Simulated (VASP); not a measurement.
# Al (Im-3m) in VASP: notebook, part 2 of 3

VASP 6.6.1. The steps go on from the part before.

### Step 3. Single point, r2SCAN

This run uses another cell than the first one, of 16.22 Å³/atom, 1.006 times its volume.

POSCAR reads:

```
Al
1.0
   -1.5946224929      1.5946224929      1.5946224929
    1.5946224929     -1.5946224929      1.5946224929
    1.5946224929      1.5946224929     -1.5946224929
Al
1
Direct
    0.0000000000      0.0000000000      0.0000000000
```

INCAR.step1 reads:

```
SYSTEM = Al
PREC = Accurate
ENCUT = 520
ISMEAR = 0
SIGMA = 0.1
LREAL = .False.
LASPH = .True.
NELM = 80
NBANDS = 8
GGA = PE
ALGO = Normal
EDIFF = 1E-4
LWAVE = .True.
LCHARG = .False.
```

INCAR.step2 reads:

```
SYSTEM = Al
PREC = Accurate
ENCUT = 520
EDIFF = 1E-6
ISMEAR = 0
SIGMA = 0.1
LREAL = .False.
LASPH = .True.
NELM = 80
ALGO = Normal
ISIF = 2
LWAVE = .False.
LCHARG = .False.
METAGGA = R2SCAN
LMIXTAU = .True.
NBANDS = 8
ISTART = 1
```

KPOINTS reads:

```
regular mesh
0
Gamma
  24 24 24
  0 0 0
```

Potentials or basis: VASP PAW PBE potentials, release 64 (Al).

On the command line:

```sh
cat potpaw_PBE.64/Al/POTCAR > POTCAR
cp INCAR.step1 INCAR
mpirun -np 1 vasp_std > vasp.out
cp INCAR.step2 INCAR
mpirun -np 1 vasp_std > vasp.out
```

OUTCAR:

```text
SYSTEM = Al
   PREC = Accurate
   ENCUT = 520
   EDIFF = 1E-6
   ISMEAR = 0
   LREAL = .False.
   LASPH = .True.
   NELM = 80
   ISIF = 2
   METAGGA = R2SCAN
   ISTART = 1

 ion  position               nearest neighbor table
   1  0.000  0.000  0.000-

  LATTYP: Found a body centered cubic cell.
 ALAT       =     3.1892449858

  Lattice vectors:

 A1 = (  -1.5946224929,   1.5946224929,   1.5946224929)
 A2 = (   1.5946224929,  -1.5946224929,   1.5946224929)
 A3 = (   1.5946224929,   1.5946224929,  -1.5946224929)

Analysis of symmetry for initial positions (statically):
=====================================================================
 Subroutine PRICEL returns:
 Original cell was already a primitive cell.

 Routine SETGRP: Setting up the symmetry group for a
 body centered cubic supercell.

 Subroutine GETGRP returns: Found 48 space group operations
 (whereof 48 operations were pure point group operations)
 out of a pool of 48 trial point group operations.

The static configuration has the point symmetry O_h .

Analysis of symmetry for dynamics (positions and initial velocities):
=====================================================================
 Subroutine PRICEL returns:
 Original cell was already a primitive cell.

 Routine SETGRP: Setting up the symmetry group for a
 body centered cubic supercell.

 Subroutine GETGRP returns: Found 48 space group operations
 (whereof 48 operations were pure point group operations)
 out of a pool of 48 trial point group operations.

The dynamic configuration has the point symmetry O_h .

 Subroutine INISYM returns: Found 48 space group operations
 (whereof 48 operations are pure point group operations),
 and found     1 'primitive' translations

----------------------------------------------------------------------------------------

                                     Primitive cell

  volume of cell :      16.2194

  direct lattice vectors                    reciprocal lattice vectors
    -1.594622493  1.594622493  1.594622493     0.000000000  0.313553836  0.313553836
     1.594622493 -1.594622493  1.594622493     0.313553836  0.000000000  0.313553836
     1.594622493  1.594622493 -1.594622493     0.313553836  0.313553836  0.000000000

  length of vectors
     2.761967177  2.761967177  2.761967177     0.443432088  0.443432088  0.443432088

  position of ions in fractional coordinates (direct lattice)
     0.000000000  0.000000000  0.000000000

  ion indices of the primitive-cell ions
   primitive index   ion index
                 1           1

----------------------------------------------------------------------------------------

 KPOINTS: regular mesh

Automatic generation of k-mesh.
 Grid dimensions read from file:
 generate k-points for:   24   24   24

 Generating k-lattice:

  Cartesian coordinates                     Fractional coordinates (reciprocal lattice)
     0.000000000  0.013064743  0.013064743     0.041666667  0.000000000  0.000000000
     0.013064743  0.000000000  0.013064743     0.000000000  0.041666667  0.000000000
     0.013064743  0.013064743  0.000000000     0.000000000  0.000000000  0.041666667

  Length of vectors
     0.018476337  0.018476337  0.018476337

  Shift w.r.t. Gamma in fractional coordinates (k-lattice)
     0.000000000  0.000000000  0.000000000

 Subroutine IBZKPT returns following result:
 ===========================================

 Found    413 irreducible k-points:

 Following reciprocal coordinates:
            Coordinates               Weight
  0.000000  0.000000  0.000000      1.000000
  0.041667  0.000000  0.000000     12.000000
  0.083333  0.000000  0.000000     12.000000
  0.125000  0.000000  0.000000     12.000000
  0.166667  0.000000  0.000000     12.000000
  0.208333  0.000000  0.000000     12.000000
[... 16 lines left out ...]
  0.416667  0.041667  0.000000     48.000000
  0.458333  0.041667  0.000000     48.000000
 [... further k-points ...]
   k-points           NKPTS =    413   k-points in BZ     NKDIM =    413   number of bands    NBANDS=      8
   number of dos      NEDOS =    301   number of ions     NIONS =      1
   total plane-waves  NPLWV =  13824
   dimension x,y,z NGX =    24 NGY =   24 NGZ =   24
   dimension x,y,z NGXF=    48 NGYF=   48 NGZF=   48
   ions per type =               1
   NGX,Y,Z   is equivalent  to a cutoff of  14.45, 14.45, 14.45 a.u.
   NGXF,Y,Z  is equivalent  to a cutoff of  28.89, 28.89, 28.89 a.u.
 SYSTEM =  Al
   PREC   = accura    normal or accurate (medium, high low for compatibility)
   ISTART =      1    job   : 0-new  1-cont  2-samecut
   ICHARG =      0    charge: 1-file 2-atom 10-const
   ISPIN  =      1    spin polarized calculation?
   LNONCOLLINEAR =      F non collinear calculations
   LSORBIT =      F    spin-orbit coupling
   LASPH  =      T    aspherical Exc in radial PAW
   ENCUT  =  520.0 eV  38.22 Ry    6.18 a.u.   5.14  5.14  5.14*2*pi/ulx,y,z
   NELM   =     80;   NELMIN=  2; NELMDL=  0     # of ELM steps
   EDIFF  = 0.1E-05   stopping-criterion for ELM
   LREAL  =      F    real-space projection
   EDIFFG = 0.1E-04   stopping-criterion for IOM
   NSW    =      0    number of steps for IOM
   IBRION =     -1    ionic relax: 0-MD 1-quasi-New 2-CG
   NFREE  =      0    steps in history (QN), initial steepest desc. (CG)
   ISIF   =      2    stress and relaxation
   ISYM   =      2    0-nonsym 1-usesym 2-fastsym
   POTIM  = 0.5000    time-step for ionic-motion
   TEBEG  =    0.0;   TEEND  =   0.0 temperature during run
   PSTRESS=    0.0 pullay stress
   NELECT =       3.0000    total number of electrons
   NUPDOWN=      -1.0000    fix difference up-down
   EMIN   =  10.00;   EMAX   =-10.00  energy-range for DOS
   EFERMI =   0.00;   METHOD = LEGACY
   ISMEAR =     0;   SIGMA  =   0.10  broadening in eV -4-tet -1-fermi 0-gaus
   EFERMI_NEDOS =   21; number of points for ismear=-14 and -15
   IALGO  =     38    algorithm
   IMIX   =      4    mixing-type and parameters
     AMIX     =   0.40;   BMIX     =  1.00
     AMIX_MAG =   1.60;   BMIX_MAG =  1.00
  volume/ion in A,a.u.               =      16.22       109.45
  Fermi-wavevector in a.u.,A,eV,Ry     =   0.932762  1.762664 11.837672  0.870044
  Thomas-Fermi vector in A             =   2.059393
   LORBIT       =      0    0 simple, 1 ext, 2 COOP (PROOUT), +10 PAW based schemes
   METAGGA = R2SCAN    functional components
   LHFCALC =     F    Hartree Fock is set to
   AEXX    =    0.0000 exact exchange contribution
   IVDW    =     0    specifies the selected vdW correction
   LEPSILON=     F    determine dielectric tensor
   LRPA    =     F    only Hartree local field effects (RPA)
 non-spin polarized calculation
 Gauss-broadening in eV      SIGMA  =   0.10
  energy-cutoff  :      520.00
  volume of cell :       16.22
 maximum number of plane-waves:       466
 NGX is ok and might be reduce to    24
   NGX = 11   NGY = 11   NGZ = 11

 number of electron       3.0000000 magnetization

 Free energy of the ion-electron system (eV)
  ---------------------------------------------------
  ext. energy  EPLUGINS =         0.00000000
  ---------------------------------------------------
  free energy    TOTEN  =        -6.62525151 eV

  energy without entropy =       -6.62324838  energy(sigma->0) =       -6.62424995

 E-fermi :   8.2299     XC(G=0): -10.9861

 val. band max:        8.2172265071   @ k =  -0.3750   0.4167   0.1667
 cond. band min:       8.2346392276   @ k =  -0.3333   0.4167   0.0417
 fundamental gap:      0.0174127205
 Fermi energy:         8.2298541381

 k-point     1 :       0.0000    0.0000    0.0000
  band No.  band energies     occupation
      1      -3.7705      2.00000
      2      22.3546      0.00000
      3      22.3546      0.00000
      4      22.3546      0.00000
      5      24.3963      0.00000
      6      24.3963      0.00000
      7      24.3963      0.00000
      8      25.6121      0.00000

 k-point     2 :       0.0417    0.0000    0.0000
  band No.  band energies     occupation
      1      -3.7167      2.00000
      2      21.6594      0.00000
      3      21.9650      0.00000
      4      22.1151      0.00000
      5      24.0729      0.00000
      6      24.6315      0.00000
      7      24.8741      0.00000
      8      25.0405      0.00000
[... 221 lines left out ...]
 k-point    23 :       0.4167    0.0417    0.0000
  band No.  band energies     occupation
      1       2.0648      2.00000
      2       5.8400      2.00000
      3      16.1372      0.00000
      4      17.3523      0.00000
      5      19.4757      0.00000
      6      21.2599      0.00000
      7      29.4140      0.00000
      8      31.2761      0.00000

 k-point    24 :       0.4583    0.0417    0.0000
  band No.  band energies     occupation
      1       3.1347      2.00000
      2       4.5819      2.00000
      3      16.0409      0.00000
      4      17.2633      0.00000
      5      19.3811      0.00000
      6      21.1739      0.00000
      7      29.9963      0.00000
      8      31.4829      0.00000

 [... further k-points ...]
[... 5 lines left out ...]
  --------------------------------------------------------------------------------------
  -------------------------------------------------------------------------------------
  Total       -0.0336080     -0.0336080     -0.0336080      0.0000000      0.0000000      0.0000000
  in kB       -3.3198591     -3.3198591     -3.3198591      0.0000000      0.0000000      0.0000000
  external PRESSURE =      -3.3198591 kB  Pullay stress =       0.0000000 kB

 VOLUME and BASIS-vectors are now :
 -----------------------------------------------------------------------------
  energy-cutoff  :      520.00
  volume of cell :       16.22
      direct lattice vectors                 reciprocal lattice vectors
    -1.594622493  1.594622493  1.594622493     0.000000000  0.313553836  0.313553836
     1.594622493 -1.594622493  1.594622493     0.313553836  0.000000000  0.313553836
     1.594622493  1.594622493 -1.594622493     0.313553836  0.313553836  0.000000000

 POSITION                                       TOTAL-FORCE (eV/Angst)
 -----------------------------------------------------------------------------------
      0.00000      0.00000      0.00000        -0.000000     -0.000000      0.000000
 -----------------------------------------------------------------------------------
    total drift:                                0.000000      0.000000      0.000000

  FREE ENERGIE OF THE ION-ELECTRON SYSTEM (eV)
  ---------------------------------------------------
  free  energy   TOTEN  =        -6.6252515138 eV

  energy  without entropy=       -6.6232483823  energy(sigma->0) =       -6.62424995
```

OUTCAR.step1:

```text
SYSTEM = Al
   PREC = Accurate
   ENCUT = 520
   ISMEAR = 0
   LREAL = .False.
   LASPH = .True.
   NELM = 80
[... 481 lines left out ...]
 -----------------------------------------------------------------------------------
      0.00000      0.00000      0.00000         0.000000      0.000000     -0.000000
 -----------------------------------------------------------------------------------
    total drift:                                0.000000      0.000000      0.000000

  FREE ENERGIE OF THE ION-ELECTRON SYSTEM (eV)
  ---------------------------------------------------
  free  energy   TOTEN  =        -3.6448068451 eV

  energy  without entropy=       -3.6430371814  energy(sigma->0) =       -3.64392201
```

It took 2 min on 1 thread of Intel Xeon Platinum 8259CL at 2.50GHz (Skylake/Cascade Lake), shared host; peak memory 0.17 GiB.

Results:

| Property | Result |
| --- | --- |
| Free energy | -6.6253 eV |
| Pressure | -0.3 GPa |

Caveat: the PAW data sets were made with another functional, which shifts forces and pressure a little.

### Step 4. Single point, r2SCAN

This run uses another cell than the first one, of 16.22 Å³/atom, 1.006 times its volume.

POSCAR reads:

```
Al
1.0
   -1.5944832437      1.5944832437      1.5944832437
    1.5944832437     -1.5944832437      1.5944832437
    1.5944832437      1.5944832437     -1.5944832437
Al
1
Direct
    0.0000000000      0.0000000000      0.0000000000
```

INCAR.step1 reads:

```
SYSTEM = Al
ALGO     = Normal         ! electronic algorithm
EDIFF    = 1E-4           ! SCF threshold, eV
ENCUT    = 520            ! plane-wave cutoff, eV
GGA      = PE             ! functional
ISMEAR   = 0              ! smearing method
LASPH    = .TRUE.         ! aspherical terms in the spheres
LCHARG   = .FALSE.        ! write CHGCAR
LREAL    = .FALSE.        ! projectors in reciprocal space
LWAVE    = .TRUE.         ! write WAVECAR
NBANDS   = 8              ! bands
NELM     = 80             ! most SCF steps
PREC     = Accurate       ! precision mode
SIGMA    = 0.1            ! smearing width, eV
```

INCAR.step2 reads:

```
SYSTEM = Al
ALGO     = Normal         ! electronic algorithm
EDIFF    = 1E-6           ! SCF threshold, eV
ENCUT    = 520            ! plane-wave cutoff, eV
ISIF     = 2              ! what is computed and relaxed
ISMEAR   = 0              ! smearing method
ISTART   = 1            
LASPH    = .TRUE.         ! aspherical terms in the spheres
LCHARG   = .TRUE.         ! write CHGCAR
LELF     = .TRUE.         ! ELF
LMIXTAU  = .TRUE.       
LREAL    = .FALSE.        ! projectors in reciprocal space
LVHAR    = .TRUE.       
LWAVE    = .FALSE.        ! write WAVECAR
METAGGA  = R2SCAN         ! meta-GGA
NBANDS   = 8              ! bands
NELM     = 80             ! most SCF steps
PREC     = Accurate       ! precision mode
SIGMA    = 0.1            ! smearing width, eV
```

KPOINTS reads:

```
k-points
0
G
  24 24 24
  0 0 0
```

On the command line:

```sh
cat potpaw_PBE.64/Al/POTCAR > POTCAR
cp INCAR.step1 INCAR
mpirun -np 1 vasp_std > vasp.out
cp INCAR.step2 INCAR
mpirun -np 1 vasp_std > vasp.out
```

It took 85 s on 1 thread of Intel Xeon Platinum 8488C (Sapphire Rapids), shared host; peak memory 0.17 GiB.

It converged, with:

* Free energy: -6.6253 eV
* Pressure: -0.3 GPa

Levels at points of the mesh, in eV from the Fermi level:
```tsv
k point	band 1	band 2	band 3	band 4
(0.00, 0.00, 0.00)	-12.00	14.13	14.13	14.13
(0.50, 0.00, 0.00)	-4.80	-4.04	8.70	8.94
(0.50, 0.50, 0.50)	2.02	2.02	2.02	2.92
```

Caveat: the PAW data sets were made with another functional, which shifts forces and pressure a little.

(Part 2 of 3 ends here.)
